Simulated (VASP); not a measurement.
# Nb (Fd-3m) in VASP: notebook, part 2 of 2

VASP 6.6.1. Earlier steps stand in the parts before.

## Step 3: Relaxation of cell and atoms, PBEsol, target pressure 51 GPa, at which the enthalpy is minimised

This run uses another cell than the first one, of 17.45 Å³/atom, 1.020 times its volume.

INCAR

```
SYSTEM = Nb
ALGO = Normal ; EDIFF = 1E-7
EDIFFG = -0.005 ; ENCUT = 600
GGA = PS ; IBRION = 2
ISIF = 3 ; ISMEAR = -1
LASPH = .True. ; LCHARG = .False.
LREAL = .False. ; LWAVE = .False.
NELM = 80 ; NSW = 32
PREC = Accurate ; PSTRESS = 510.0
SIGMA = 0.05
```

KPOINTS

```
k-points
0
Gamma
  13 13 13
  0 0 0
```

POSCAR

```
Nb
1.0
    0.0000000000      2.5940179892      2.5940179892
    2.5940179892      0.0000000000      2.5940179892
    2.5940179892      2.5940179892      0.0000000000
Nb
2
Direct
   -0.1250000000     -0.1250000000     -0.1250000000
    0.1250000000      0.1250000000      0.1250000000
```

Potentials or basis: VASP PAW PBE potentials, release 64 (Nb_sv).

Run with:

```bash
$ cat potpaw_PBE.64/Nb_sv/POTCAR > POTCAR
$ mpirun -np 1 vasp_std > vasp.out
```

Run time: 91 s. Hardware: 1 thread of AMD EPYC 9R45 (Zen 5), shared host; peak memory 0.18 GiB.

The run converged. Its results:

* Free energy: -14.9214 eV
* Relaxed volume: 17.48 Å³/atom
* Relaxed cell: a = 3.671 Å, b = 3.671 Å, c = 3.671 Å, α = 60.00°, β = 60.00°, γ = 60.00°
* Space group after relaxing (to 0.05 Å): Fd-3m (No. 227)
* Energy change on relaxing (the enthalpy is what falls): -9.6 meV/atom
* Ionic steps: 3
* Pressure after relaxing: 51.0 GPa
* Band gap on the k mesh: zero (band 13 reaches 12.50 eV, above the bottom of band 14 at 9.92 eV)

The path:
| step | energy change (eV) | largest force (eV/Å) | pressure (GPa) | volume (Å³) |
| --- | --- | --- | --- | --- |
| 1 | 0.0000 | 0.0000 | 51.46 | 34.91 |
| 2 | -0.0795 | 0.0000 | 49.56 | 35.16 |
| 3 | -0.0192 | 0.0000 | 51.00 | 34.97 |

Final structure:
```cif
data_structure
_symmetry_space_group_name_H-M 'P 1'
_symmetry_Int_Tables_number 1
_cell_length_a 3.6706
_cell_length_b 3.6706
_cell_length_c 3.6706
_cell_angle_alpha 60.000
_cell_angle_beta 60.000
_cell_angle_gamma 60.000
_cell_volume 34.97
loop_
_atom_site_label
_atom_site_type_symbol
_atom_site_fract_x
_atom_site_fract_y
_atom_site_fract_z
_atom_site_occupancy
Nb1 Nb 0.87500 0.87500 0.87500 1
Nb2 Nb 0.12500 0.12500 0.12500 1
```

Levels at points of the mesh, in eV from the Fermi level:
```csv
k point,band 10,band 11,band 12,band 13,band 14,band 15,band 16,band 17
"(0.00, 0.00, 0.00)",-3.15,-3.15,-0.89,-0.89,-0.89,2.79,2.79,2.79
```

Caveat: the cell is relaxed towards a set pressure, so the enthalpy falls and the energy may rise; the PAW data sets were made with another functional, which shifts forces and pressure a little.

## Step 4: Single point, PBEsol

This run uses another cell than the first one, of 17.45 Å³/atom, 1.020 times its volume.

INCAR

```
SYSTEM = Nb
ALGO = Normal
EDIFF = 1E-7
ENCUT = 520
GGA = PS
ISIF = 2
ISMEAR = -1
LASPH = .True.
LCHARG = .False.
LREAL = .False.
LWAVE = .False.
NBANDS = 20
NELM = 80
PREC = Accurate
SIGMA = 0.05
```

KPOINTS is that of step 3.

POSCAR is that of step 3.

Potentials or basis: VASP PAW PBE potentials, release 64 (Nb_sv).

Run with:

```bash
$ cat potpaw_PBE.64/Nb_sv/POTCAR > POTCAR
$ mpirun -np 1 vasp_std > vasp.out
```

OUTCAR:

```text
SYSTEM = Nb
   EDIFF = 1E-7
   ENCUT = 520
   GGA = PS
   ISIF = 2
   ISMEAR = -1
   LASPH = .True.
   LREAL = .False.
   NELM = 80
   PREC = Accurate

 ion  position               nearest neighbor table
   1  0.875  0.875  0.875-   2 2.25   2 2.25   2 2.25   2 2.25
   2  0.125  0.125  0.125-   1 2.25   1 2.25   1 2.25   1 2.25

  LATTYP: Found a face centered cubic cell.
 ALAT       =     5.1880359784

  Lattice vectors:

 A1 = (   0.0000000000,   2.5940179892,   2.5940179892)
 A2 = (   2.5940179892,   0.0000000000,   2.5940179892)
 A3 = (   2.5940179892,   2.5940179892,   0.0000000000)

Analysis of symmetry for initial positions (statically):
=====================================================================
 Subroutine PRICEL returns:
 Original cell was already a primitive cell.

 Routine SETGRP: Setting up the symmetry group for a
 face centered cubic supercell.

 Subroutine GETGRP returns: Found 48 space group operations
 (whereof 12 operations were pure point group operations)
 out of a pool of 48 trial point group operations.

The static configuration has the point symmetry D_3d.
 The point group associated with its full space group is O_h .

[... 152 lines left out ...]
 Free energy of the ion-electron system (eV)
  ---------------------------------------------------
  ext. energy  EPLUGINS =         0.00000000
  ---------------------------------------------------
  free energy    TOTEN  =       -14.90041973 eV

  energy without entropy =      -14.88188596  energy(sigma->0) =      -14.89115285

 E-fermi :  11.5762     XC(G=0): -12.3803

 val. band max:       11.5700433650   @ k =  -0.3846   0.3077   0.1538
 cond. band min:      11.6011015647   @ k =  -0.1538   0.0769   0.0000
 fundamental gap:      0.0310581997
 Fermi energy:        11.5761760069

 k-point     1 :       0.0000    0.0000    0.0000
  band No.  band energies     occupation
      1     -43.7371      2.00000
      2     -41.4171      2.00000
      3     -20.3555      2.00000
      4     -20.3555      2.00000
      5     -20.3555      2.00000
      6     -17.7012      2.00000
[... 541 lines left out ...]
     19      18.3638      0.00000
     20      19.4542      0.00000

 [... further k-points ...]
[... 5 lines left out ...]
  --------------------------------------------------------------------------------------
  -------------------------------------------------------------------------------------
  Total       11.1866003     11.1866003     11.1866003     -0.0000000     -0.0000000      0.0000000
  in kB      513.4046026    513.4046026    513.4046026     -0.0000000     -0.0000000      0.0000000
  external PRESSURE =     513.4046026 kB  Pullay stress =       0.0000000 kB

 VOLUME and BASIS-vectors are now :
 -----------------------------------------------------------------------------
  energy-cutoff  :      520.00
  volume of cell :       34.91
      direct lattice vectors                 reciprocal lattice vectors
     0.000000000  2.594017989  2.594017989    -0.192751169  0.192751169  0.192751169
     2.594017989  0.000000000  2.594017989     0.192751169 -0.192751169  0.192751169
     2.594017989  2.594017989  0.000000000     0.192751169  0.192751169 -0.192751169

 POSITION                                       TOTAL-FORCE (eV/Angst)
 -----------------------------------------------------------------------------------
      4.53953      4.53953      4.53953        -0.000000     -0.000000     -0.000000
      0.64850      0.64850      0.64850         0.000000      0.000000      0.000000
 -----------------------------------------------------------------------------------
    total drift:                                0.000000     -0.000000     -0.000000

  FREE ENERGIE OF THE ION-ELECTRON SYSTEM (eV)
  ---------------------------------------------------
  free  energy   TOTEN  =       -14.9004197342 eV

  energy  without entropy=      -14.8818859650  energy(sigma->0) =      -14.89115285
```

stdout:

```text
POSCAR found type information on POSCAR Nb
 POSCAR found :  1 types and       2 ions
 scaLAPACK will be used
 -----------------------------------------------------------------------------
|                                                                             |
|                                                                             |
|     You enforced a specific xc type in the INCAR file but a different       |
|     I HOPE YOU KNOW WHAT YOU ARE DOING!                                     |
|                                                                             |
 -----------------------------------------------------------------------------

 LDA part: xc-table for (Slater+PW92), standard interpolation
 POSCAR, INCAR and KPOINTS ok, starting setup
 FFT: planning ... GRIDC
 FFT: planning ... GRID_SOFT
 FFT: planning ... GRID
 WAVECAR not read
 entering main loop
```

Wall time 69 s (1 thread of Intel Xeon Platinum 8488C (Sapphire Rapids), shared host); peak memory 0.18 GiB.

Results:

* Free energy: -14.9004 eV
* Pressure: 51.3 GPa
* Band gap on the k mesh: zero (band 13 reaches 12.53 eV, above the bottom of band 14 at 9.94 eV)

Caveat: the PAW data sets were made with another functional, which shifts forces and pressure a little.

## Step 5: Single point, PBEsol

This run uses another cell than the first one, of 17.46 Å³/atom, 1.020 times its volume.

INCAR

```
SYSTEM = Nb
PREC = Accurate ; ENCUT = 520
EDIFF = 1E-6 ; ISMEAR = -1
SIGMA = 0.05 ; LREAL = .FALSE.
LASPH = .TRUE. ; NELM = 60
ALGO = Normal ; ISIF = 2
LWAVE = .FALSE. ; LCHARG = .FALSE.
GGA = PS ; NBANDS = 20
```

KPOINTS

```
Automatic mesh
0
G
  13 13 13
  0 0 0
```

POSCAR

```
Nb
1.0
    0.0000000000      2.5942839671      2.5942839671
    2.5942839671      0.0000000000      2.5942839671
    2.5942839671      2.5942839671      0.0000000000
Nb
2
Direct
   -0.1250000000     -0.1250000000     -0.1250000000
    0.1250000000      0.1250000000      0.1250000000
```

Run with:

```bash
$ cat potpaw_PBE.64/Nb_sv/POTCAR > POTCAR
$ mpirun -np 1 vasp_std > vasp.out
```

It took 65 s on 1 thread of Intel Xeon Platinum 8488C (Sapphire Rapids), shared host; peak memory 0.18 GiB.

Results (log left out):

```
Free energy            : -14.9039 eV
Pressure               : 51.3 GPa
Band gap on the k mesh : zero (band 13 reaches 12.52 eV, above the bottom of band 14 at 9.94 eV)
```

Levels at points of the mesh, in eV from the Fermi level:
| k point | band 10 | band 11 | band 12 | band 13 | band 14 | band 15 | band 16 | band 17 |
| --- | --- | --- | --- | --- | --- | --- | --- | --- |
| (0.00, 0.00, 0.00) | -3.16 | -3.16 | -0.89 | -0.89 | -0.89 | 2.79 | 2.79 | 2.79 |

Caveat: the PAW data sets were made with another functional, which shifts forces and pressure a little.

## Step 6: The runs side by side

| task | cell | cutoff (eV) | gap on the mesh (eV) | pressure (GPa) |
| --- | --- | --- | --- | --- |
| relaxation of cell and atoms | relaxed to 51 GPa from a = 3.645 Å, angles 60.0°, 2 atoms | 600 | none | 51.0 |
| relaxation of cell and atoms | relaxed to 51 GPa from a = 3.668 Å, angles 60.0°, 2 atoms | 600 | none | 51.0 |
| single point | a = 3.668 Å, angles 60.0°, 2 atoms | 520 | none | 51.3 |
| single point | a = 3.669 Å, angles 60.0°, 2 atoms | 520 | none | 51.3 |

Alike in all rows: level PBEsol; potentials or basis VASP PAW PBE potentials, release 64 (Nb_sv); no spin polarisation; k mesh 13 × 13 × 13; smearing fermi-dirac 0.05 eV.

Caveats: the PAW data sets were made with another functional, which shifts forces and pressure a little; the cell is relaxed towards a set pressure, so the enthalpy falls and the energy may rise (some runs).

Total energies depend on the potentials used, so only differences within one code and one set of settings carry meaning.
